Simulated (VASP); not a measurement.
# MnO (Manganosite) (Fm-3m) in VASP: a series of runs

The runs below take MnO (Manganosite) through single point, with PBE.

Everything below comes from runs of VASP 6.6.1. Logs are shortened: lines on timing, memory, paths and dates and some standing lists are left out, and cuts for length are marked.

## Step 1: The cell of the first run

The structure is cubic, space group Fm-3m (No. 225). Conventional cell: a = 4.075 Å, b = 4.075 Å, c = 4.075 Å, α = 90.00°, β = 90.00°, γ = 90.00°. Mn (site symmetry m-3m) has 6 O at 2.04 Å within 2.7 Å. Within 2.7 Å of O (site symmetry m-3m) lie 6 Mn at 2.04 Å.

## Step 2: Single point, PBE (volume scaled by 0.980)

INCAR

```
PREC     = Accurate       # precision mode
ENCUT    = 520            # plane-wave cutoff, eV
EDIFF    = 1E-6           # SCF threshold, eV
ISMEAR   = 0              # smearing method
SIGMA    = 0.05           # smearing width, eV
LREAL    = False          # projectors in reciprocal space
LASPH    = True           # aspherical terms in the spheres
NELM     = 60             # most SCF steps
ALGO     = Normal         # electronic algorithm
ISIF     = 2              # what is computed and relaxed
LWAVE    = False          # write WAVECAR
LCHARG   = False          # write CHGCAR
GGA      = PE             # functional
NBANDS   = 16             # bands
```

KPOINTS

```
regular mesh
0
Gamma
  14 14 14
```

POSCAR

```
MnO
1.0
    0.0000000000      2.0373341943      2.0373341943
    2.0373341943      0.0000000000      2.0373341943
    2.0373341943      2.0373341943      0.0000000000
Mn O
1 1
Direct
    0.0000000000      0.0000000000      0.0000000000
    0.5000000000      0.5000000000      0.5000000000
```

Potentials or basis: VASP PAW PBE potentials, release 64 (Mn_pv, O).

Run with:

```sh
cat potpaw_PBE.64/Mn_pv/POTCAR potpaw_PBE.64/O/POTCAR > POTCAR
mpirun -np 1 vasp_std > vasp.out
```

OUTCAR:

```text
PREC = Accurate
   ENCUT = 520
   EDIFF = 1E-6
   ISMEAR = 0
   LREAL = False
   LASPH = True
   NELM = 60
   ISIF = 2
   GGA = PE

 ion  position               nearest neighbor table
   1  0.000  0.000  0.000-   2 2.04   2 2.04   2 2.04   2 2.04   2 2.04   2 2.04
   2  0.500  0.500  0.500-   1 2.04   1 2.04   1 2.04   1 2.04   1 2.04   1 2.04

  LATTYP: Found a face centered cubic cell.
 ALAT       =     4.0746683886

  Lattice vectors:

 A1 = (   0.0000000000,   2.0373341943,   2.0373341943)
 A2 = (   2.0373341943,   0.0000000000,   2.0373341943)
 A3 = (   2.0373341943,   2.0373341943,   0.0000000000)

Analysis of symmetry for initial positions (statically):
=====================================================================
 Subroutine PRICEL returns:
 Original cell was already a primitive cell.

 Routine SETGRP: Setting up the symmetry group for a
 face centered cubic supercell.

 Subroutine GETGRP returns: Found 48 space group operations
 (whereof 48 operations were pure point group operations)
 out of a pool of 48 trial point group operations.

The static configuration has the point symmetry O_h .

Analysis of symmetry for dynamics (positions and initial velocities):
=====================================================================
 Subroutine PRICEL returns:
 Original cell was already a primitive cell.

 Routine SETGRP: Setting up the symmetry group for a
 face centered cubic supercell.

 Subroutine GETGRP returns: Found 48 space group operations
 (whereof 48 operations were pure point group operations)
 out of a pool of 48 trial point group operations.

The dynamic configuration has the point symmetry O_h .

 Subroutine INISYM returns: Found 48 space group operations
 (whereof 48 operations are pure point group operations),
 and found     1 'primitive' translations

----------------------------------------------------------------------------------------

                                     Primitive cell

  volume of cell :      16.9129

  direct lattice vectors                    reciprocal lattice vectors
     0.000000000  2.037334194  2.037334194    -0.245418744  0.245418744  0.245418744
     2.037334194  0.000000000  2.037334194     0.245418744 -0.245418744  0.245418744
     2.037334194  2.037334194  0.000000000     0.245418744  0.245418744 -0.245418744

  length of vectors
     2.881225649  2.881225649  2.881225649     0.425077735  0.425077735  0.425077735

  position of ions in fractional coordinates (direct lattice)
     0.000000000  0.000000000  0.000000000
     0.500000000  0.500000000  0.500000000

  ion indices of the primitive-cell ions
   primitive index   ion index
                 1           1
                 2           2

----------------------------------------------------------------------------------------

 KPOINTS: regular mesh

Automatic generation of k-mesh.
 Grid dimensions read from file:
 generate k-points for:   14   14   14

 Generating k-lattice:

  Cartesian coordinates                     Fractional coordinates (reciprocal lattice)
    -0.017529910  0.017529910  0.017529910     0.071428571  0.000000000  0.000000000
     0.017529910 -0.017529910  0.017529910     0.000000000  0.071428571  0.000000000
     0.017529910  0.017529910 -0.017529910     0.000000000  0.000000000  0.071428571

  Length of vectors
     0.030362695  0.030362695  0.030362695

  Shift w.r.t. Gamma in fractional coordinates (k-lattice)
     0.000000000  0.000000000  0.000000000

 Subroutine IBZKPT returns following result:
 ===========================================

 Found    104 irreducible k-points:

 Following reciprocal coordinates:
            Coordinates               Weight
  0.000000  0.000000  0.000000      1.000000
  0.071429  0.000000  0.000000      8.000000
  0.142857  0.000000  0.000000      8.000000
  0.214286  0.000000  0.000000      8.000000
  0.285714  0.000000  0.000000      8.000000
  0.357143  0.000000  0.000000      8.000000
[... 16 lines left out ...]
  0.214286  0.142857  0.000000     24.000000
  0.285714  0.142857  0.000000     24.000000
 [... further k-points ...]
   k-points           NKPTS =    104   k-points in BZ     NKDIM =    104   number of bands    NBANDS=     16
   number of dos      NEDOS =    301   number of ions     NIONS =      2
   total plane-waves  NPLWV =  13824
   dimension x,y,z NGX =    24 NGY =   24 NGZ =   24
   dimension x,y,z NGXF=    48 NGYF=   48 NGZF=   48
   ions per type =               1   1
   NGX,Y,Z   is equivalent  to a cutoff of  13.85, 13.85, 13.85 a.u.
   NGXF,Y,Z  is equivalent  to a cutoff of  27.70, 27.70, 27.70 a.u.
 SYSTEM =  unknown system
   PREC   = accura    normal or accurate (medium, high low for compatibility)
   ISTART =      0    job   : 0-new  1-cont  2-samecut
   ICHARG =      2    charge: 1-file 2-atom 10-const
   ISPIN  =      1    spin polarized calculation?
   LNONCOLLINEAR =      F non collinear calculations
   LSORBIT =      F    spin-orbit coupling
   LASPH  =      T    aspherical Exc in radial PAW
   ENCUT  =  520.0 eV  38.22 Ry    6.18 a.u.   5.36  5.36  5.36*2*pi/ulx,y,z
   NELM   =     60;   NELMIN=  2; NELMDL= -5     # of ELM steps
   EDIFF  = 0.1E-05   stopping-criterion for ELM
   LREAL  =      F    real-space projection
   EDIFFG = 0.1E-04   stopping-criterion for IOM
   NSW    =      0    number of steps for IOM
   IBRION =     -1    ionic relax: 0-MD 1-quasi-New 2-CG
   NFREE  =      0    steps in history (QN), initial steepest desc. (CG)
   ISIF   =      2    stress and relaxation
   ISYM   =      2    0-nonsym 1-usesym 2-fastsym
   POTIM  = 0.5000    time-step for ionic-motion
   TEBEG  =    0.0;   TEEND  =   0.0 temperature during run
   PSTRESS=    0.0 pullay stress
   NELECT =      19.0000    total number of electrons
   NUPDOWN=      -1.0000    fix difference up-down
   EMIN   =  10.00;   EMAX   =-10.00  energy-range for DOS
   EFERMI =   0.00;   METHOD = LEGACY
   ISMEAR =     0;   SIGMA  =   0.05  broadening in eV -4-tet -1-fermi 0-gaus
   EFERMI_NEDOS =   21; number of points for ismear=-14 and -15
   IALGO  =     38    algorithm
   IMIX   =      4    mixing-type and parameters
     AMIX     =   0.40;   BMIX     =  1.00
     AMIX_MAG =   1.60;   BMIX_MAG =  1.00
  volume/ion in A,a.u.               =       8.46        57.07
  Fermi-wavevector in a.u.,A,eV,Ry     =   1.701847  3.216024 39.406309  2.896282
  Thomas-Fermi vector in A             =   2.781724
   LORBIT       =      0    0 simple, 1 ext, 2 COOP (PROOUT), +10 PAW based schemes
   GGA     = PE    functional components
   LHFCALC =     F    Hartree Fock is set to
   AEXX    =    0.0000 exact exchange contribution
   IVDW    =     0    specifies the selected vdW correction
   LEPSILON=     F    determine dielectric tensor
   LRPA    =     F    only Hartree local field effects (RPA)
 non-spin polarized calculation
 Gauss-broadening in eV      SIGMA  =   0.05
  energy-cutoff  :      520.00
  volume of cell :       16.91
 maximum number of plane-waves:       471
 NGX is ok and might be reduce to    24
   NGX = 11   NGY = 11   NGZ = 11

 number of electron      18.9999995 magnetization

 Free energy of the ion-electron system (eV)
  ---------------------------------------------------
  ext. energy  EPLUGINS =         0.00000000
  ---------------------------------------------------
  free energy    TOTEN  =       -14.83928673 eV

  energy without entropy =      -14.83233707  energy(sigma->0) =      -14.83581190

 E-fermi :  10.6352     XC(G=0): -13.5506

 val. band max:       10.6326827388   @ k =   0.4286   0.1429   0.0000
 cond. band min:      10.6430952723   @ k =  -0.4286   0.1429   0.0714
 fundamental gap:      0.0104125336
 Fermi energy:        10.6351586826

 k-point     1 :       0.0000    0.0000    0.0000
  band No.  band energies     occupation
      1     -37.6491      2.00000
      2     -37.6491      2.00000
      3     -37.6491      2.00000
      4     -11.8347      2.00000
      5       5.7597      2.00000
      6       5.7597      2.00000
[... 8 lines left out ...]
     15      30.4184      0.00000
     16      30.4184      0.00000

 k-point     2 :       0.0714    0.0000    0.0000
  band No.  band energies     occupation
      1     -37.6597      2.00000
      2     -37.6503      2.00000
      3     -37.6502      2.00000
      4     -11.7662      2.00000
      5       5.3625      2.00000
      6       5.5501      2.00000
[... 8 lines left out ...]
     15      30.2929      0.00000
     16      30.2929      0.00000

 k-point     3 :       0.1429    0.0000    0.0000
  band No.  band energies     occupation
      1     -37.6893      2.00000
      2     -37.6534      2.00000
      3     -37.6534      2.00000
      4     -11.5705      2.00000
      5       4.4327      2.00000
      6       5.0655      2.00000
[... 8 lines left out ...]
     15      29.7861      0.00000
     16      29.7861      0.00000

 k-point     4 :       0.2143    0.0000    0.0000
  band No.  band energies     occupation
      1     -37.7317      2.00000
      2     -37.6580      2.00000
      3     -37.6580      2.00000
      4     -11.2742      2.00000
      5       3.3311      2.00000
      6       4.5158      2.00000
[... 8 lines left out ...]
     15      28.7842      0.00000
     16      28.7842      0.00000
[... 324 lines left out ...]
 k-point    22 :       0.1429    0.1429    0.0000
  band No.  band energies     occupation
      1     -37.6864      2.00000
      2     -37.6627      2.00000
      3     -37.6627      2.00000
      4     -11.5016      2.00000
      5       3.8415      2.00000
      6       5.2750      2.00000
[... 8 lines left out ...]
     15      29.0357      0.00000
     16      29.0357      0.00000

 k-point    23 :       0.2143    0.1429    0.0000
  band No.  band energies     occupation
      1     -37.7135      2.00000
      2     -37.6693      2.00000
      3     -37.6670      2.00000
      4     -11.3036      2.00000
      5       3.2064      2.00000
      6       4.8986      2.00000
[... 8 lines left out ...]
     15      28.0958      0.00000
     16      28.5081      0.00000

 k-point    24 :       0.2857    0.1429    0.0000
  band No.  band energies     occupation
      1     -37.7516      2.00000
      2     -37.6754      2.00000
      3     -37.6720      2.00000
      4     -11.0319      2.00000
      5       2.5534      2.00000
      6       4.2978      2.00000
[... 8 lines left out ...]
     15      26.7183      0.00000
     16      27.8274      0.00000

 [... further k-points ...]
[... 5 lines left out ...]
  --------------------------------------------------------------------------------------
  -------------------------------------------------------------------------------------
  Total        0.6595025      0.6595025      0.6595025     -0.0000000      0.0000000     -0.0000000
  in kB       62.4755698     62.4755698     62.4755698     -0.0000000      0.0000000     -0.0000000
  external PRESSURE =      62.4755698 kB  Pullay stress =       0.0000000 kB

 VOLUME and BASIS-vectors are now :
 -----------------------------------------------------------------------------
  energy-cutoff  :      520.00
  volume of cell :       16.91
      direct lattice vectors                 reciprocal lattice vectors
     0.000000000  2.037334194  2.037334194    -0.245418744  0.245418744  0.245418744
     2.037334194  0.000000000  2.037334194     0.245418744 -0.245418744  0.245418744
     2.037334194  2.037334194  0.000000000     0.245418744  0.245418744 -0.245418744

 POSITION                                       TOTAL-FORCE (eV/Angst)
 -----------------------------------------------------------------------------------
      0.00000      0.00000      0.00000         0.000000     -0.000000     -0.000000
      2.03733      2.03733      2.03733         0.000000      0.000000      0.000000
 -----------------------------------------------------------------------------------
    total drift:                                0.000000     -0.000000     -0.000000

  FREE ENERGIE OF THE ION-ELECTRON SYSTEM (eV)
  ---------------------------------------------------
  free  energy   TOTEN  =       -14.8392867269 eV

  energy  without entropy=      -14.8323370679  energy(sigma->0) =      -14.83581190
```

Run time: 16 s. Hardware: 1 thread of Intel Xeon Platinum 8259CL at 2.50GHz (Skylake/Cascade Lake), shared host; peak memory 0.16 GiB.

What came out:

```
Free energy : -14.8393 eV
Pressure    : 6.2 GPa
```

Caveat: the cell differs from its parent crystal (volume scaled by 0.980); an odd number of electrons without spin polarisation forces a metal; a magnetic or distorted state may lie lower; the run has no spin polarisation, though such a crystal can be magnetic; semilocal functionals often make such compounds metallic where correlation or magnetic order opens a gap, which also shifts bond lengths. Spin polarisation is off, so any magnetic state and its effect on volume and gap are missing.

## Step 3: Single point, PBE

This run uses another cell than the first one, of 10.99 Å³/atom, 1.299 times its volume.

INCAR

```
SYSTEM = MnO
PREC = Accurate
ENCUT = 520
EDIFF = 1E-6
ISMEAR = 0
SIGMA = 0.05
LREAL = .False.
LASPH = .True.
NELM = 100
ALGO = Normal
ISIF = 2
LWAVE = .False.
LCHARG = .True.
GGA = PE
LELF = .True.
LVHAR = .True.
NBANDS = 16
```

KPOINTS

```
Automatic mesh
0
Gamma
  14 14 14
  0 0 0
```

POSCAR

```
MnO
1.0
    0.0000000000      2.2230000000      2.2230000000
    2.2230000000      0.0000000000      2.2230000000
    2.2230000000      2.2230000000      0.0000000000
Mn O
1 1
Direct
    0.0000000000      0.0000000000      0.0000000000
    0.5000000000      0.5000000000      0.5000000000
```

Potentials or basis: VASP PAW PBE potentials, release 64 (Mn_pv, O).

Run with:

```sh
cat potpaw_PBE.64/Mn_pv/POTCAR potpaw_PBE.64/O/POTCAR > POTCAR
mpirun -np 1 vasp_std > vasp.out
```

OUTCAR:

```text
SYSTEM = MnO
   PREC = Accurate
   ENCUT = 520
   EDIFF = 1E-6
   ISMEAR = 0
   LREAL = .False.
   LASPH = .True.
   NELM = 100
   ISIF = 2
   GGA = PE

 ion  position               nearest neighbor table
   1  0.000  0.000  0.000-   2 2.22   2 2.22   2 2.22   2 2.22   2 2.22   2 2.22
   2  0.500  0.500  0.500-   1 2.22   1 2.22   1 2.22   1 2.22   1 2.22   1 2.22

  LATTYP: Found a face centered cubic cell.
 ALAT       =     4.4460000000

  Lattice vectors:

 A1 = (   0.0000000000,   2.2230000000,   2.2230000000)
 A2 = (   2.2230000000,   0.0000000000,   2.2230000000)
[... 642 lines left out ...]

  FORCE on cell =-STRESS in cart. coord.  units (eV):
  Direction    XX          YY          ZZ          XY          YZ          ZX
  --------------------------------------------------------------------------------------
  -------------------------------------------------------------------------------------
  Total       -4.6529323     -4.6529323     -4.6529323     -0.0000000     -0.0000000      0.0000000
  in kB     -339.3039632   -339.3039632   -339.3039632     -0.0000000     -0.0000000      0.0000000
  external PRESSURE =    -339.3039632 kB  Pullay stress =       0.0000000 kB

 VOLUME and BASIS-vectors are now :
 -----------------------------------------------------------------------------
  energy-cutoff  :      520.00
  volume of cell :       21.97
      direct lattice vectors                 reciprocal lattice vectors
     0.000000000  2.223000000  2.223000000    -0.224921278  0.224921278  0.224921278
     2.223000000  0.000000000  2.223000000     0.224921278 -0.224921278  0.224921278
     2.223000000  2.223000000  0.000000000     0.224921278  0.224921278 -0.224921278

 POSITION                                       TOTAL-FORCE (eV/Angst)
 -----------------------------------------------------------------------------------
      0.00000      0.00000      0.00000        -0.000000     -0.000000      0.000000
      2.22300      2.22300      2.22300         0.000000      0.000000      0.000000
 -----------------------------------------------------------------------------------
    total drift:                                0.000000     -0.000000     -0.000000

  FREE ENERGIE OF THE ION-ELECTRON SYSTEM (eV)
  ---------------------------------------------------
  free  energy   TOTEN  =       -14.2376880121 eV

  energy  without entropy=      -14.2270021852  energy(sigma->0) =      -14.23234510
```

stdout:

```text
POSCAR found type information on POSCAR MnO
 POSCAR found :  2 types and       2 ions
 scaLAPACK will be used
 LDA part: xc-table for (Slater+PW92), standard interpolation
 POSCAR, INCAR and KPOINTS ok, starting setup
 FFT: planning ... GRIDC
 FFT: planning ... GRID_SOFT
 FFT: planning ... GRID
 WAVECAR not read
 entering main loop
```

Run time: 22 s. Hardware: 1 thread of Intel Xeon Platinum 8259CL at 2.50GHz (Skylake/Cascade Lake), shared host; peak memory 0.16 GiB.

What came out:

| Quantity | Value |
| --- | --- |
| Free energy | -14.2377 eV |
| Pressure | -33.9 GPa |

Levels at points of the mesh, in eV from the Fermi level:
```csv
k point,band 7,band 8,band 9,band 10,band 11,band 12,band 13,band 14
"(0.00, 0.00, 0.00)",-3.72,-1.13,-1.13,-1.13,-0.58,-0.58,0.40,14.90
"(0.50, 0.00, 0.00)",-5.41,-0.15,-0.15,0.01,1.73,1.73,4.41,8.54
"(0.50, 0.50, 0.00)",-4.65,-2.30,-0.10,0.15,0.19,0.19,6.31,8.42
```

Caveat: an odd number of electrons without spin polarisation forces a metal; a magnetic or distorted state may lie lower; the run has no spin polarisation, though such a crystal can be magnetic; semilocal functionals often make such compounds metallic where correlation or magnetic order opens a gap, which also shifts bond lengths. With open d or f shells a metallic result of PBE can be an artefact of self-interaction; +U or a hybrid may open a gap.
